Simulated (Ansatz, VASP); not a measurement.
# ScF3: VASP beside Ansatz

INCAR

```
SYSTEM = ScF3
PREC = Accurate
ENCUT = 520
EDIFF = 1E-7
ISMEAR = 0
SIGMA = 0.05
LREAL = .FALSE.
LASPH = .TRUE.
NELM = 80
ALGO = Normal
ISIF = 2
LWAVE = .FALSE.
LCHARG = .FALSE.
NBANDS = 24
```

KPOINTS

```
regular mesh
0
G
  6 6 6
  0 0 0
```

The input POSCAR:

```
ScF3
1.0
    4.0124500000      0.0000000000      0.0000000000
    0.0000000000      4.0124500000      0.0000000000
    0.0000000000      0.0000000000      4.0124500000
Sc F
1 3
Direct
    0.0186918217      0.0000000000      0.0000000000
    0.5000000000      0.0000000000      0.0000000000
    0.0000000000      0.5000000000      0.0000000000
    0.0000000000      0.0000000000      0.5000000000
```

Input for Ansatz:

```yaml
crystal:
  lattice:
    - [4.01245, 0.0, 0.0]
    - [0.0, 4.01245, 0.0]
    - [0.0, 0.0, 4.01245]
  atoms:
    - { symbol: Sc, position: [0.0186918217, 0.0, 0.0] }
    - { symbol: F, position: [0.5, 0.0, 0.0] }
    - { symbol: F, position: [0.0, 0.5, 0.0] }
    - { symbol: F, position: [0.0, 0.0, 0.5] }
basis:
  ecutwfc: 420
kpoints:
  mp_grid: { grid: [6, 6, 6] }
hamiltonian:
  xc: lda
scf:
  occupations: { method: gaussian, width: 0.05 }
output:
  forces: true
  stress: true
  eigenvalues: true
```

Change from the starting cell: all Sc atoms moved +0.075 Å, as atom 1 along Cartesian [1 0 0].

Alike in both runs: task single point; functional LDA; k mesh 6 × 6 × 6; occupations gaussian, width 0.05 eV; no spin polarisation.

|  | VASP | Ansatz |
| --- | --- | --- |
| version | VASP 6.6.1 | Ansatz 0.2.0 |
| potentials or method | VASP PAW LDA potentials, release 64 (Sc_sv, F), cutoff 520 eV | scalar-relativistic, plane waves, PAW |
| valence electrons in the cell | 32 | 32 |

```tsv
	VASP	Ansatz	Ansatz less VASP
gap on the k mesh at the Fermi level (eV)	6.19	6.22	+0.030
least direct gap on the mesh (eV)	6.74	6.78	+0.034
pressure (GPa)	-2.0	-2.7	-0.67
traceless stress, the component that is largest in VASP (GPa)	0.87	0.83	-0.045
rms of the force components (eV/Å)	0.292	0.263	-0.0291
```

LDA's correlation is that of Perdew and Zunger in VASP and of Perdew and Wang (1992) in Ansatz. Atom by atom the forces differ by 0.030 eV/Å (rms over components).
